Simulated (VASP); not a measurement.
# MnS (F-43m) in VASP: a series of runs

MnS is run at these levels: LDA, PBEsol, PBE; tasks: single point.

Everything below comes from runs of VASP 6.6.1. Logs are shortened: lines on timing, memory, paths and dates and some standing lists are left out, and cuts for length are marked.

## (1) The cell of the first run

Symmetry: F-43m, No. 216, cubic system. Conventional cell: a = 4.980 Å, b = 4.980 Å, c = 4.980 Å, α = 90.00°, β = 90.00°, γ = 90.00°. Within 2.9 Å of Mn (site symmetry -43m) lie 4 S at 2.16 Å. Within 2.9 Å of S (site symmetry -43m) lie 4 Mn at 2.16 Å.

## (2) Single point, LDA, collinear spin, ferromagnetic start (15.44 Å³/atom)

The input, INCAR:

```
SYSTEM = MnS
  PREC = Accurate
  ENCUT = 520
  EDIFF = 1E-7
  ISMEAR = -1
  SIGMA = 0.05
  LREAL = .FALSE.
  LASPH = .TRUE.
  NELM = 150
  ALGO = Normal
  ISIF = 2
  LWAVE = .FALSE.
  LCHARG = .TRUE.
  ISPIN = 2
  MAGMOM = 4 0
  LORBIT = 11
  LMAXMIX = 4
  GGA = CA
  LELF = .TRUE.
  LVHAR = .TRUE.
  NBANDS = 20
```

The input, KPOINTS:

```
regular mesh
0
G
  9 9 9
  0 0 0
```

The input, POSCAR:

```
MnS
1.0
    0.0000000000      2.4898444489      2.4898444489
    2.4898444489      0.0000000000      2.4898444489
    2.4898444489      2.4898444489      0.0000000000
Mn S
1 1
Direct
    0.0000000000      0.0000000000      0.0000000000
    0.7500000000      0.7500000000      0.7500000000
```

Potentials or basis: VASP PAW LDA potentials, release 64 (Mn_pv, S).

On the command line:

```console
$ cat potpaw_LDA.64/Mn_pv/POTCAR potpaw_LDA.64/S/POTCAR > POTCAR
$ mpirun -np 1 vasp_std > vasp.out
```

OUTCAR:

```text
SYSTEM = MnS
   PREC = Accurate
   ENCUT = 520
   EDIFF = 1E-7
   ISMEAR = -1
   LREAL = .FALSE.
   LASPH = .TRUE.
   NELM = 150
   ISIF = 2
   ISPIN = 2
   LORBIT = 11
   GGA = CA

 ion  position               nearest neighbor table
   1  0.000  0.000  0.000-   2 2.16   2 2.16   2 2.16   2 2.16
   2  0.750  0.750  0.750-   1 2.16   1 2.16   1 2.16   1 2.16

  LATTYP: Found a face centered cubic cell.
 ALAT       =     4.9796888978

  Lattice vectors:

 A1 = (   0.0000000000,   2.4898444489,   2.4898444489)
 A2 = (   2.4898444489,   0.0000000000,   2.4898444489)
 A3 = (   2.4898444489,   2.4898444489,   0.0000000000)

Analysis of symmetry for initial positions (statically):
=====================================================================
 Subroutine PRICEL returns:
 Original cell was already a primitive cell.

 Routine SETGRP: Setting up the symmetry group for a
 face centered cubic supercell.

 Subroutine GETGRP returns: Found 24 space group operations
 (whereof 24 operations were pure point group operations)
 out of a pool of 48 trial point group operations.

The static configuration has the point symmetry T_d .

Analysis of symmetry for dynamics (positions and initial velocities):
=====================================================================
 Subroutine PRICEL returns:
 Original cell was already a primitive cell.

 Routine SETGRP: Setting up the symmetry group for a
 face centered cubic supercell.

 Subroutine GETGRP returns: Found 24 space group operations
 (whereof 24 operations were pure point group operations)
 out of a pool of 48 trial point group operations.

The dynamic configuration has the point symmetry T_d .

Analysis of structural, dynamic, and magnetic symmetry:
=====================================================================
 Subroutine PRICEL returns:
 Original cell was already a primitive cell.

 Routine SETGRP: Setting up the symmetry group for a
 face centered cubic supercell.

 Subroutine GETGRP returns: Found 24 space group operations
 (whereof 24 operations were pure point group operations)
 out of a pool of 48 trial point group operations.

The overall configuration has the point symmetry T_d .

 Subroutine INISYM returns: Found 24 space group operations
 (whereof 24 operations are pure point group operations),
 and found     1 'primitive' translations

----------------------------------------------------------------------------------------

                                     Primitive cell
[... 113 lines left out ...]
  Fermi-wavevector in a.u.,A,eV,Ry     =   1.392549  2.631536 26.384318  1.939193
  Thomas-Fermi vector in A             =   2.516281
   LORBIT       =     11    0 simple, 1 ext, 2 COOP (PROOUT), +10 PAW based schemes
   GGA     = CA    functional components
   LHFCALC =     F    Hartree Fock is set to
   AEXX    =    0.0000 exact exchange contribution
   IVDW    =     0    specifies the selected vdW correction
   LEPSILON=     F    determine dielectric tensor
   LRPA    =     F    only Hartree local field effects (RPA)
 spin polarized calculation
  energy-cutoff  :      520.00
  volume of cell :       30.87
 maximum number of plane-waves:       869
 NGX is ok and might be reduce to    28
   NGX = 13   NGY = 13   NGZ = 13

 number of electron      18.9999992 magnetization       0.1147743

 Free energy of the ion-electron system (eV)
  ---------------------------------------------------
  ext. energy  EPLUGINS =         0.00000000
  ---------------------------------------------------
  free energy    TOTEN  =       -15.53584694 eV

  energy without entropy =      -15.51359460  energy(sigma->0) =      -15.52472077

 E-fermi :   6.9699     XC(G=0): -11.4514

 val. band max:        6.9661895217   @ k =  -0.3333   0.4444   0.2222
 cond. band min:       6.9726882616   @ k =   0.4444   0.4444   0.0000
 fundamental gap:      0.0064987399
 Fermi energy:         6.9699057980

 spin component 1

 k-point     1 :       0.0000    0.0000    0.0000
  band No.  band energies     occupation
      1     -40.3532      1.00000
      2     -40.3532      1.00000
      3     -40.3532      1.00000
      4      -8.0978      1.00000
      5       2.3684      1.00000
      6       2.3684      1.00000
[... 541 lines left out ...]
     19      23.9180      0.00000
     20      23.9180      0.00000

 [... further k-points ...]

 spin component 2

 k-point     1 :       0.0000    0.0000    0.0000
  band No.  band energies     occupation
      1     -40.2506      1.00000
      2     -40.2506      1.00000
      3     -40.2506      1.00000
      4      -8.0920      1.00000
      5       2.3981      1.00000
      6       2.3981      1.00000
[... 541 lines left out ...]
     19      23.9327      0.00000
     20      23.9327      0.00000

 [... further k-points ...]

------------------------ aborting loop because EDIFF is reached ----------------------------------------

  FORCE on cell =-STRESS in cart. coord.  units (eV):
  Direction    XX          YY          ZZ          XY          YZ          ZX
  --------------------------------------------------------------------------------------
  -------------------------------------------------------------------------------------
  Total       -1.7887767     -1.7887767     -1.7887767      0.0000000      0.0000000      0.0000000
  in kB      -92.8367780    -92.8367780    -92.8367780      0.0000000      0.0000000      0.0000000
  external PRESSURE =     -92.8367780 kB  Pullay stress =       0.0000000 kB

 VOLUME and BASIS-vectors are now :
 -----------------------------------------------------------------------------
  energy-cutoff  :      520.00
  volume of cell :       30.87
      direct lattice vectors                 reciprocal lattice vectors
     0.000000000  2.489844449  2.489844449    -0.200815758  0.200815758  0.200815758
     2.489844449  0.000000000  2.489844449     0.200815758 -0.200815758  0.200815758
     2.489844449  2.489844449  0.000000000     0.200815758  0.200815758 -0.200815758

 POSITION                                       TOTAL-FORCE (eV/Angst)
 -----------------------------------------------------------------------------------
      0.00000      0.00000      0.00000         0.000000      0.000000     -0.000000
      3.73477      3.73477      3.73477        -0.000000     -0.000000      0.000000
 -----------------------------------------------------------------------------------
    total drift:                               -0.000001     -0.000001     -0.000001

  FREE ENERGIE OF THE ION-ELECTRON SYSTEM (eV)
  ---------------------------------------------------
  free  energy   TOTEN  =       -15.5358469449 eV

  energy  without entropy=      -15.5135945982  energy(sigma->0) =      -15.52472077

 total charge

# of ion       s       p       d       tot
------------------------------------------
    1        0.347   6.299   5.367  12.013
    2        1.319   2.399   0.000   3.719
--------------------------------------------------
tot          1.667   8.699   5.367  15.732

 magnetization (x)

# of ion       s       p       d       tot
------------------------------------------
    1        0.003   0.001   0.105   0.110
    2       -0.000  -0.003   0.000  -0.003
--------------------------------------------------
tot          0.003  -0.001   0.105   0.107
```

It took 46 s on 1 thread of Intel Xeon Platinum 8488C (Sapphire Rapids), shared host; peak memory 0.17 GiB.

Results:

```yaml
Free_energy: -15.5358 eV
Pressure: -9.3 GPa
Net_moment: 0.11 μB per cell
Site_moments: Mn +0.11; S -0.00 μB
Valence_electrons_inside_the_program's_atomic_spheres: Mn 12.01; S 3.72
```

Caveat: the cell stands under tension; semilocal functionals often make such compounds metallic where correlation or magnetic order opens a gap, which also shifts bond lengths.

## (3) Single point, LDA, collinear spin, ferromagnetic start (15.74 Å³/atom)

This run uses another cell than the first one, of 15.74 Å³/atom.

The input, INCAR:

```
  ALGO = Normal
  EDIFF = 1E-6
  ENCUT = 520
  GGA = CA
  ISIF = 2
  ISMEAR = -1
  ISPIN = 2
  LASPH = T
  LCHARG = F
  LMAXMIX = 4
  LORBIT = 11
  LREAL = F
  LWAVE = F
  MAGMOM = 4 0
  NBANDS = 20
  NELM = 150
  PREC = Accurate
  SIGMA = 0.05
```

The input, KPOINTS:

```
k-points
0
Gamma
  9 9 9
```

The input, POSCAR:

```
MnS
1.0
    0.0000000000      2.5060127231      2.5060127231
    2.5060127231      0.0000000000      2.5060127231
    2.5060127231      2.5060127231      0.0000000000
Mn S
1 1
Direct
    0.0000000000      0.0000000000      0.0000000000
    0.7500000000      0.7500000000      0.7500000000
```

Potentials or basis: VASP PAW LDA potentials, release 64 (Mn_pv, S).

On the command line:

```console
$ cat potpaw_LDA.64/Mn_pv/POTCAR potpaw_LDA.64/S/POTCAR > POTCAR
$ mpirun -np 1 vasp_std > vasp.out
```

OUTCAR:

```text
EDIFF = 1E-6
   ENCUT = 520
   GGA = CA
   ISIF = 2
   ISMEAR = -1
   ISPIN = 2
   LASPH = T
   LORBIT = 11
   LREAL = F
   NELM = 150
   PREC = Accurate

 ion  position               nearest neighbor table
   1  0.000  0.000  0.000-   2 2.17   2 2.17   2 2.17   2 2.17
   2  0.750  0.750  0.750-   1 2.17   1 2.17   1 2.17   1 2.17

  LATTYP: Found a face centered cubic cell.
 ALAT       =     5.0120254462

  Lattice vectors:

 A1 = (   0.0000000000,   2.5060127231,   2.5060127231)
 A2 = (   2.5060127231,   0.0000000000,   2.5060127231)
 A3 = (   2.5060127231,   2.5060127231,   0.0000000000)
[... 1316 lines left out ...]

 VOLUME and BASIS-vectors are now :
 -----------------------------------------------------------------------------
  energy-cutoff  :      520.00
  volume of cell :       31.48
      direct lattice vectors                 reciprocal lattice vectors
     0.000000000  2.506012723  2.506012723    -0.199520136  0.199520136  0.199520136
     2.506012723  0.000000000  2.506012723     0.199520136 -0.199520136  0.199520136
     2.506012723  2.506012723  0.000000000     0.199520136  0.199520136 -0.199520136

 POSITION                                       TOTAL-FORCE (eV/Angst)
 -----------------------------------------------------------------------------------
      0.00000      0.00000      0.00000         0.000000      0.000000      0.000000
      3.75902      3.75902      3.75902        -0.000000     -0.000000     -0.000000
 -----------------------------------------------------------------------------------
    total drift:                               -0.000001     -0.000001     -0.000001

  FREE ENERGIE OF THE ION-ELECTRON SYSTEM (eV)
  ---------------------------------------------------
  free  energy   TOTEN  =       -15.4968051937 eV

  energy  without entropy=      -15.4744487496  energy(sigma->0) =      -15.48562697

 total charge

# of ion       s       p       d       tot
------------------------------------------
    1        0.340   6.289   5.345  11.975
    2        1.319   2.391   0.000   3.710
--------------------------------------------------
tot          1.659   8.680   5.345  15.684

 magnetization (x)

# of ion       s       p       d       tot
------------------------------------------
    1        0.004   0.002   0.155   0.161
    2       -0.000  -0.004   0.000  -0.005
--------------------------------------------------
tot          0.004  -0.002   0.155   0.157
```

OSZICAR:

```text
N       E                     dE             d eps       ncg     rms          rms(c)
DAV:   1     0.159279578202E+03    0.15928E+03   -0.10167E+04  2816   0.101E+03
DAV:   2    -0.829402479808E+01   -0.16757E+03   -0.15899E+03  2896   0.294E+02
DAV:   3    -0.162397409287E+02   -0.79457E+01   -0.78375E+01  3216   0.705E+01
DAV:   4    -0.163321010353E+02   -0.92360E-01   -0.92298E-01  3140   0.777E+00
DAV:   5    -0.163333811044E+02   -0.12801E-02   -0.12800E-02  3240   0.954E-01    0.173E+01
DAV:   6    -0.160794196784E+02    0.25396E+00   -0.70705E+00  3052   0.370E+01    0.111E+01
DAV:   7    -0.153762842036E+02    0.70314E+00   -0.29618E+00  3048   0.237E+01    0.586E+00
DAV:   8    -0.154151200464E+02   -0.38836E-01   -0.12778E-01  3168   0.404E+00    0.302E+00
DAV:   9    -0.154688001014E+02   -0.53680E-01   -0.34928E-02  3136   0.209E+00    0.188E+00
DAV:  10    -0.154932393021E+02   -0.24439E-01   -0.26684E-02  3484   0.151E+00    0.939E-01
DAV:  11    -0.154964225442E+02   -0.31832E-02   -0.77654E-03  3272   0.726E-01    0.278E-01
DAV:  12    -0.154967637781E+02   -0.34123E-03   -0.18509E-03  3084   0.253E-01    0.979E-02
DAV:  13    -0.154967932631E+02   -0.29485E-04   -0.13004E-04  3340   0.896E-02    0.481E-02
DAV:  14    -0.154968009242E+02   -0.76612E-05   -0.12238E-05  3160   0.290E-02    0.202E-02
DAV:  15    -0.154968033540E+02   -0.24298E-05   -0.32694E-06  2884   0.204E-02    0.977E-03
DAV:  16    -0.154968043957E+02   -0.10417E-05   -0.14613E-06  1684   0.795E-03    0.693E-03
DAV:  17    -0.154968051937E+02   -0.79801E-06   -0.15056E-06  1672   0.896E-03
   1 F= -.15496805E+02 E0= -.15485627E+02  d E =-.223564E-01  mag=     0.1669
```

Run time: 34 s. Hardware: 1 thread of Intel Xeon Platinum 8488C (Sapphire Rapids), shared host; peak memory 0.16 GiB.

What came out:

- Free energy: -15.4968 eV
- Pressure: -11.5 GPa
- Net moment: 0.17 μB per cell
- Site moments: Mn +0.16; S -0.01 μB
- Valence electrons inside the program's atomic spheres: Mn 11.97; S 3.71

Levels at points of the mesh, in eV from the Fermi level:
Spin up:
```tsv
k point	band 8	band 9	band 10	band 11	band 12	band 13
(0.00, 0.00, 0.00)	-0.74	-0.74	3.45	3.45	3.45	3.49
```
Spin down:
```tsv
k point	band 7	band 8	band 9	band 10	band 11	band 12
(0.00, 0.00, 0.00)	-4.50	-0.59	-0.59	3.51	3.52	3.52
```

Caveat: the cell stands under tension; semilocal functionals often make such compounds metallic where correlation or magnetic order opens a gap, which also shifts bond lengths.

## (4) Single point, LDA, collinear spin, ferromagnetic start (16.04 Å³/atom)

This run uses another cell than the first one, of 16.04 Å³/atom.

The input, INCAR:

```
SYSTEM = MnS
PREC = Accurate
ENCUT = 520
EDIFF = 1E-7
ISMEAR = -1
SIGMA = 0.05
LREAL = .FALSE.
LASPH = .TRUE.
NELM = 150
ALGO = Normal
ISIF = 2
LWAVE = .FALSE.
LCHARG = .TRUE.
ISPIN = 2
MAGMOM = 4 0
LORBIT = 11
LMAXMIX = 4
GGA = CA
LELF = .TRUE.
LVHAR = .TRUE.
NBANDS = 20
```

The input, KPOINTS:

```
Automatic mesh
0
G
  9 9 9
  0 0 0
```

The input, POSCAR:

```
MnS
1.0
    0.0000000000      2.5219750179      2.5219750179
    2.5219750179      0.0000000000      2.5219750179
    2.5219750179      2.5219750179      0.0000000000
Mn S
1 1
Direct
    0.0000000000      0.0000000000      0.0000000000
    0.7500000000      0.7500000000      0.7500000000
```

Potentials or basis: VASP PAW LDA potentials, release 64 (Mn_pv, S).

On the command line:

```console
$ cat potpaw_LDA.64/Mn_pv/POTCAR potpaw_LDA.64/S/POTCAR > POTCAR
$ mpirun -np 1 vasp_std > vasp.out
```

OUTCAR:

```text
SYSTEM = MnS
   PREC = Accurate
   ENCUT = 520
   EDIFF = 1E-7
   ISMEAR = -1
   LREAL = .FALSE.
   LASPH = .TRUE.
   NELM = 150
   ISIF = 2
   ISPIN = 2
   LORBIT = 11
   GGA = CA

 ion  position               nearest neighbor table
   1  0.000  0.000  0.000-   2 2.18   2 2.18   2 2.18   2 2.18
   2  0.750  0.750  0.750-   1 2.18   1 2.18   1 2.18   1 2.18

  LATTYP: Found a face centered cubic cell.
 ALAT       =     5.0439500358

  Lattice vectors:

 A1 = (   0.0000000000,   2.5219750179,   2.5219750179)
 A2 = (   2.5219750179,   0.0000000000,   2.5219750179)
 A3 = (   2.5219750179,   2.5219750179,   0.0000000000)

Analysis of symmetry for initial positions (statically):
[... 1317 lines left out ...]
  energy-cutoff  :      520.00
  volume of cell :       32.08
      direct lattice vectors                 reciprocal lattice vectors
     0.000000000  2.521975018  2.521975018    -0.198257317  0.198257317  0.198257317
     2.521975018  0.000000000  2.521975018     0.198257317 -0.198257317  0.198257317
     2.521975018  2.521975018  0.000000000     0.198257317  0.198257317 -0.198257317

 POSITION                                       TOTAL-FORCE (eV/Angst)
 -----------------------------------------------------------------------------------
      0.00000      0.00000      0.00000        -0.000000     -0.000000      0.000000
      3.78296      3.78296      3.78296         0.000000      0.000000     -0.000000
 -----------------------------------------------------------------------------------
    total drift:                               -0.000001     -0.000001     -0.000001

  FREE ENERGIE OF THE ION-ELECTRON SYSTEM (eV)
  ---------------------------------------------------
  free  energy   TOTEN  =       -15.4499297816 eV

  energy  without entropy=      -15.4273645846  energy(sigma->0) =      -15.43864718

 total charge

# of ion       s       p       d       tot
------------------------------------------
    1        0.333   6.280   5.325  11.938
    2        1.318   2.383   0.000   3.701
--------------------------------------------------
tot          1.651   8.663   5.325  15.639

 magnetization (x)

# of ion       s       p       d       tot
------------------------------------------
    1        0.005   0.002   0.187   0.195
    2       -0.001  -0.005   0.000  -0.006
--------------------------------------------------
tot          0.005  -0.003   0.187   0.189
```

stdout:

```text
POSCAR found type information on POSCAR MnS
 POSCAR found :  2 types and       2 ions
 scaLAPACK will be used
 LDA part: xc-table for (Slater(with rela. corr.)+CA(PZ))
 , standard interpolation
 POSCAR, INCAR and KPOINTS ok, starting setup
 FFT: planning ... GRIDC
 FFT: planning ... GRID_SOFT
 FFT: planning ... GRID
 WAVECAR not read
 entering main loop
```

Wall time 44 s (1 thread of Intel Xeon Platinum 8488C (Sapphire Rapids), shared host); peak memory 0.17 GiB.

What came out:

- Free energy: -15.4499 eV
- Pressure: -13.4 GPa
- Net moment: 0.20 μB per cell
- Site moments: Mn +0.20; S -0.01 μB
- Valence electrons inside the program's atomic spheres: Mn 11.94; S 3.70

Levels at points of the mesh, in eV from the Fermi level:
Spin up:
| k point | band 7 | band 8 | band 9 | band 10 | band 11 | band 12 | band 13 | band 14 |
| --- | --- | --- | --- | --- | --- | --- | --- | --- |
| (0.00, 0.00, 0.00) | -4.49 | -0.74 | -0.74 | 3.33 | 3.33 | 3.33 | 3.38 | 7.71 |
Spin down:
| k point | band 5 | band 6 | band 7 | band 8 | band 9 | band 10 | band 11 | band 12 | band 13 | band 14 |
| --- | --- | --- | --- | --- | --- | --- | --- | --- | --- | --- |
| (0.00, 0.00, 0.00) | -4.44 | -4.44 | -4.44 | -0.56 | -0.56 | 3.40 | 3.42 | 3.42 | 3.42 | 7.75 |

Caveat: the cell stands under tension; semilocal functionals often make such compounds metallic where correlation or magnetic order opens a gap, which also shifts bond lengths. With open d or f shells a metallic result of LDA can be an artefact of self-interaction; +U or a hybrid may open a gap.

(Continued in part 2 of 2.)
